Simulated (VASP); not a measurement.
# Ta (Im-3m) in VASP: notebook

Ta is run at these levels: LDA; tasks: single point.

Program: VASP 6.6.1. These are calculated values, not measurements. Logs are shortened: lines on timing, memory, paths and dates and some standing lists are left out, and cuts for length are marked.

**1. The cell of the first run**

Symmetry: Im-3m, No. 229, cubic system. The conventional cell has a = 3.303 Å, b = 3.303 Å, c = 3.303 Å, α = 90.00°, β = 90.00°, γ = 90.00°. Ta (site symmetry m-3m) has 14 Ta at 2.86 to 3.30 Å within 3.8 Å.

**2. Single point, LDA**

INCAR

```
PREC = Accurate
ENCUT = 500
EDIFF = 1E-6
ISMEAR = 0
SIGMA = 0.2
LREAL = False
LASPH = True
NELM = 120
ALGO = Normal
ISIF = 2
LWAVE = False
LCHARG = True
LELF = True
LVHAR = True
NBANDS = 12
GGA_COMPAT = False
```

KPOINTS

```
regular mesh
0
Gamma
  20 20 20
```

POSCAR

```
Ta
1.0
   -1.6512800000      1.6512800000      1.6512800000
    1.6512800000     -1.6512800000      1.6512800000
    1.6512800000      1.6512800000     -1.6512800000
Ta
1
Direct
    0.0000000000      0.0000000000      0.0000000000
```

Potentials or basis: VASP PAW LDA potentials, release 64 (Ta_pv).

Run with:

```console
cat potpaw_LDA.64/Ta_pv/POTCAR > POTCAR
mpirun -np 1 vasp_std > vasp.out
```

OUTCAR:

```text
PREC = Accurate
   ENCUT = 500
   EDIFF = 1E-6
   ISMEAR = 0
   LREAL = False
   LASPH = True
   NELM = 120
   ISIF = 2

 ion  position               nearest neighbor table
   1  0.000  0.000  0.000-

  LATTYP: Found a body centered cubic cell.
 ALAT       =     3.3025600000

  Lattice vectors:

 A1 = (  -1.6512800000,   1.6512800000,   1.6512800000)
 A2 = (   1.6512800000,  -1.6512800000,   1.6512800000)
 A3 = (   1.6512800000,   1.6512800000,  -1.6512800000)

Analysis of symmetry for initial positions (statically):
=====================================================================
 Subroutine PRICEL returns:
 Original cell was already a primitive cell.

 Routine SETGRP: Setting up the symmetry group for a
 body centered cubic supercell.

 Subroutine GETGRP returns: Found 48 space group operations
 (whereof 48 operations were pure point group operations)
 out of a pool of 48 trial point group operations.

The static configuration has the point symmetry O_h .

Analysis of symmetry for dynamics (positions and initial velocities):
=====================================================================
 Subroutine PRICEL returns:
 Original cell was already a primitive cell.

 Routine SETGRP: Setting up the symmetry group for a
 body centered cubic supercell.

 Subroutine GETGRP returns: Found 48 space group operations
 (whereof 48 operations were pure point group operations)
 out of a pool of 48 trial point group operations.

The dynamic configuration has the point symmetry O_h .

 Subroutine INISYM returns: Found 48 space group operations
 (whereof 48 operations are pure point group operations),
 and found     1 'primitive' translations

----------------------------------------------------------------------------------------

                                     Primitive cell

  volume of cell :      18.0104

  direct lattice vectors                    reciprocal lattice vectors
    -1.651280000  1.651280000  1.651280000     0.000000000  0.302795407  0.302795407
     1.651280000 -1.651280000  1.651280000     0.302795407  0.000000000  0.302795407
     1.651280000  1.651280000 -1.651280000     0.302795407  0.302795407  0.000000000

  length of vectors
     2.860100858  2.860100858  2.860100858     0.428217371  0.428217371  0.428217371

  position of ions in fractional coordinates (direct lattice)
     0.000000000  0.000000000  0.000000000

  ion indices of the primitive-cell ions
   primitive index   ion index
                 1           1

----------------------------------------------------------------------------------------

 KPOINTS: regular mesh

Automatic generation of k-mesh.
 Grid dimensions read from file:
 generate k-points for:   20   20   20

 Generating k-lattice:

  Cartesian coordinates                     Fractional coordinates (reciprocal lattice)
     0.000000000  0.015139770  0.015139770     0.050000000  0.000000000  0.000000000
     0.015139770  0.000000000  0.015139770     0.000000000  0.050000000  0.000000000
     0.015139770  0.015139770  0.000000000     0.000000000  0.000000000  0.050000000

  Length of vectors
     0.021410869  0.021410869  0.021410869

  Shift w.r.t. Gamma in fractional coordinates (k-lattice)
     0.000000000  0.000000000  0.000000000

 Subroutine IBZKPT returns following result:
 ===========================================

 Found    256 irreducible k-points:

 Following reciprocal coordinates:
            Coordinates               Weight
  0.000000  0.000000  0.000000      1.000000
  0.050000  0.000000  0.000000     12.000000
  0.100000  0.000000  0.000000     12.000000
  0.150000  0.000000  0.000000     12.000000
  0.200000  0.000000  0.000000     12.000000
  0.250000  0.000000  0.000000     12.000000
[... 16 lines left out ...]
  0.200000  0.100000  0.000000     48.000000
  0.250000  0.100000  0.000000     48.000000
 [... further k-points ...]
   k-points           NKPTS =    256   k-points in BZ     NKDIM =    256   number of bands    NBANDS=     12
   number of dos      NEDOS =    301   number of ions     NIONS =      1
   total plane-waves  NPLWV =  13824
   dimension x,y,z NGX =    24 NGY =   24 NGZ =   24
   dimension x,y,z NGXF=    48 NGYF=   48 NGZF=   48
   ions per type =               1
   NGX,Y,Z   is equivalent  to a cutoff of  13.95, 13.95, 13.95 a.u.
   NGXF,Y,Z  is equivalent  to a cutoff of  27.90, 27.90, 27.90 a.u.
 SYSTEM =  unknown system
   PREC   = accura    normal or accurate (medium, high low for compatibility)
   ISTART =      0    job   : 0-new  1-cont  2-samecut
   ICHARG =      2    charge: 1-file 2-atom 10-const
   ISPIN  =      1    spin polarized calculation?
   LNONCOLLINEAR =      F non collinear calculations
   LSORBIT =      F    spin-orbit coupling
   LASPH  =      T    aspherical Exc in radial PAW
   ENCUT  =  500.0 eV  36.75 Ry    6.06 a.u.   5.21  5.21  5.21*2*pi/ulx,y,z
   NELM   =    120;   NELMIN=  2; NELMDL= -5     # of ELM steps
   EDIFF  = 0.1E-05   stopping-criterion for ELM
   LREAL  =      F    real-space projection
   EDIFFG = 0.1E-04   stopping-criterion for IOM
   NSW    =      0    number of steps for IOM
   IBRION =     -1    ionic relax: 0-MD 1-quasi-New 2-CG
   NFREE  =      0    steps in history (QN), initial steepest desc. (CG)
   ISIF   =      2    stress and relaxation
   ISYM   =      2    0-nonsym 1-usesym 2-fastsym
   POTIM  = 0.5000    time-step for ionic-motion
   TEBEG  =    0.0;   TEEND  =   0.0 temperature during run
   PSTRESS=    0.0 pullay stress
   NELECT =      11.0000    total number of electrons
   NUPDOWN=      -1.0000    fix difference up-down
   EMIN   =  10.00;   EMAX   =-10.00  energy-range for DOS
   EFERMI =   0.00;   METHOD = LEGACY
   ISMEAR =     0;   SIGMA  =   0.20  broadening in eV -4-tet -1-fermi 0-gaus
   EFERMI_NEDOS =   21; number of points for ismear=-14 and -15
   IALGO  =     38    algorithm
   IMIX   =      4    mixing-type and parameters
     AMIX     =   0.40;   BMIX     =  1.00
     AMIX_MAG =   1.60;   BMIX_MAG =  1.00
  volume/ion in A,a.u.               =      18.01       121.54
  Fermi-wavevector in a.u.,A,eV,Ry     =   1.388988  2.624806 26.249534  1.929286
  Thomas-Fermi vector in A             =   2.513061
   LORBIT       =      0    0 simple, 1 ext, 2 COOP (PROOUT), +10 PAW based schemes
   GGA     = CA    functional components
   LHFCALC =     F    Hartree Fock is set to
   AEXX    =    0.0000 exact exchange contribution
   IVDW    =     0    specifies the selected vdW correction
   LEPSILON=     F    determine dielectric tensor
   LRPA    =     F    only Hartree local field effects (RPA)
 non-spin polarized calculation
 Gauss-broadening in eV      SIGMA  =   0.20
  energy-cutoff  :      500.00
  volume of cell :       18.01
 maximum number of plane-waves:       470
 NGX is ok and might be reduce to    24
   NGX = 11   NGY = 11   NGZ = 11

 number of electron      11.0000002 magnetization

 Free energy of the ion-electron system (eV)
  ---------------------------------------------------
  ext. energy  EPLUGINS =         0.00000000
  ---------------------------------------------------
  free energy    TOTEN  =       -12.82174336 eV

  energy without entropy =      -12.79518892  energy(sigma->0) =      -12.80846614

 E-fermi :   5.3982     XC(G=0): -12.7965

 val. band max:        5.3940342063   @ k =   0.3500   0.1500   0.1500
 cond. band min:       5.4025370992   @ k =   0.1000   0.0500   0.0500
 fundamental gap:      0.0085028929
 Fermi energy:         5.3981872273

 k-point     1 :       0.0000    0.0000    0.0000
  band No.  band energies     occupation
      1     -27.5009      2.00000
      2     -27.5009      2.00000
      3     -27.5009      2.00000
      4      -2.4426      2.00000
      5       6.0694      0.00000
      6       6.0694      0.00000
      7       6.0694      0.00000
      8       9.3266      0.00000
      9       9.3266      0.00000
     10      19.0855      0.00000
     11      20.4771      0.00000
     12      20.4771      0.00000

 k-point     2 :       0.0500    0.0000    0.0000
  band No.  band energies     occupation
      1     -27.5329      2.00000
      2     -27.5107      2.00000
      3     -27.5011      2.00000
      4      -2.3296      2.00000
      5       5.9967      0.00002
      6       6.0507      0.00000
      7       6.1795      0.00000
      8       9.2057      0.00000
      9       9.3269      0.00000
     10      19.0856      0.00000
     11      20.5793      0.00000
     12      20.6736      0.00000

 k-point     3 :       0.1000    0.0000    0.0000
  band No.  band energies     occupation
      1     -27.6249      2.00000
      2     -27.5391      2.00000
      3     -27.5016      2.00000
      4      -2.0002      2.00000
      5       5.7930      0.00524
      6       5.9738      0.00005
      7       6.5068      0.00000
      8       8.9330      0.00000
      9       9.3326      0.00000
     10      19.0854      0.00000
     11      20.8471      0.00000
     12      21.2474      0.00000
[... 286 lines left out ...]
 k-point    23 :       0.2000    0.1000    0.0000
  band No.  band energies     occupation
      1     -28.1598      2.00000
      2     -27.7017      2.00000
      3     -27.5447      2.00000
      4       0.1354      2.00000
      5       4.7811      1.99999
      6       5.0346      1.98986
      7       8.4236      0.00000
      8       9.1301      0.00000
      9       9.8120      0.00000
     10      19.0821      0.00000
     11      20.8394      0.00000
     12      22.2075      0.00000

 k-point    24 :       0.2500    0.1000    0.0000
  band No.  band energies     occupation
      1     -28.3191      2.00000
      2     -27.7704      2.00000
      3     -27.5477      2.00000
      4       0.7502      2.00000
      5       4.4694      2.00000
      6       4.9792      1.99695
      7       8.6293      0.00000
      8       9.9417      0.00000
      9      10.1883      0.00000
     10      19.0743      0.00000
     11      19.7699      0.00000
     12      21.2142      0.00000

 [... further k-points ...]

------------------------ aborting loop because EDIFF is reached ----------------------------------------

  FORCE on cell =-STRESS in cart. coord.  units (eV):
  Direction    XX          YY          ZZ          XY          YZ          ZX
  --------------------------------------------------------------------------------------
  -------------------------------------------------------------------------------------
  Total       -0.9158583     -0.9158583     -0.9158583      0.0000000     -0.0000000     -0.0000000
  in kB      -81.4735621    -81.4735621    -81.4735621      0.0000000     -0.0000000     -0.0000000
  external PRESSURE =     -81.4735621 kB  Pullay stress =       0.0000000 kB

 VOLUME and BASIS-vectors are now :
 -----------------------------------------------------------------------------
  energy-cutoff  :      500.00
  volume of cell :       18.01
      direct lattice vectors                 reciprocal lattice vectors
    -1.651280000  1.651280000  1.651280000     0.000000000  0.302795407  0.302795407
     1.651280000 -1.651280000  1.651280000     0.302795407  0.000000000  0.302795407
     1.651280000  1.651280000 -1.651280000     0.302795407  0.302795407  0.000000000

 POSITION                                       TOTAL-FORCE (eV/Angst)
 -----------------------------------------------------------------------------------
      0.00000      0.00000      0.00000        -0.000000      0.000000     -0.000000
 -----------------------------------------------------------------------------------
    total drift:                               -0.000000      0.000000      0.000000

  FREE ENERGIE OF THE ION-ELECTRON SYSTEM (eV)
  ---------------------------------------------------
  free  energy   TOTEN  =       -12.8217433624 eV

  energy  without entropy=      -12.7951889212  energy(sigma->0) =      -12.80846614
```

It took 29 s on 1 thread of AMD EPYC 7R13 (Zen 3), shared host; peak memory 0.14 GiB.

Results:

```yaml
Free_energy: -12.8217 eV
Pressure: -8.1 GPa
```

Caveat: spin-orbit coupling is left out, which moves the levels of the heavy elements.

**3. Single point, LDA**

INCAR

```
PREC = Accurate
ENCUT = 500
EDIFF = 1E-6
ISMEAR = 0
SIGMA = 0.2
LREAL = F
LASPH = T
NELM = 120
ALGO = Normal
ISIF = 2
LWAVE = F
LCHARG = F
GGA = CA
NBANDS = 12
GGA_COMPAT = F
```

KPOINTS

```
Automatic mesh
0
Gamma
  22 22 22
```

POSCAR is that of step 2.

Potentials or basis: VASP PAW LDA potentials, release 64 (Ta_pv).

Run with:

```console
cat potpaw_LDA.64/Ta_pv/POTCAR > POTCAR
mpirun -np 1 vasp_std > vasp.out
```

Wall time 35 s (1 thread of AMD EPYC 7R13 (Zen 3), shared host); peak memory 0.15 GiB.

The run converged. Its results:

```yaml
Free_energy: -12.8214 eV
Pressure: -8.2 GPa
```

Levels at points of the mesh, in eV from the Fermi level:
```tsv
k point	band 2	band 3	band 4	band 5	band 6	band 7	band 8	band 9	band 10	band 11
(0.00, 0.00, 0.00)	-32.90	-32.90	-7.85	0.67	0.67	0.67	3.92	3.92	13.68	15.07
(0.50, 0.00, 0.00)	-33.29	-32.91	-4.38	-1.59	1.73	3.80	4.82	7.74	11.68	12.02
(0.50, 0.50, 0.50)	-33.74	-33.74	-3.82	-3.82	6.78	6.78	6.78	8.74	8.74	8.74
```

Caveat: spin-orbit coupling is left out, which moves the levels of the heavy elements.
